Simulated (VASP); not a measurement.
A run of VASP 6.6.1:

The input INCAR:

```
SYSTEM = Ca
PREC = Accurate
ENCUT = 520
EDIFF = 1E-6
ISMEAR = -1
SIGMA = 0.08
LREAL = .FALSE.
LASPH = .TRUE.
NELM = 100
ALGO = Normal
ISIF = 2
LWAVE = .FALSE.
LCHARG = .FALSE.
GGA = PS
NBANDS = 11
```

File KPOINTS:

```
regular mesh
0
G
  11 11 11
  0 0 0
```

File POSCAR:

```
Ca
1.0
    3.3426141820      0.0000000000      0.0000000000
    0.0000000000      3.3426141820      0.0000000000
    0.0000000000      0.0000000000      3.3426141820
Ca
1
Direct
    0.0000000000      0.0000000000      0.0000000000
```

Potentials or basis: VASP PAW PBE potentials, release 64 (Ca_sv).

Command:

```console
$ cat potpaw_PBE.64/Ca_sv/POTCAR > POTCAR
$ mpirun -np 1 vasp_std > vasp.out
```

Hardware: 1 thread of Intel Xeon 6975P-C, with other jobs on the host.

Q: Estimate the wall time of this run.

A: It took 29 s on 1 thread of Intel Xeon 6975P-C, with other jobs on the host, peak memory 0.17 GiB. Counts: scf iterations 10, k points 56.
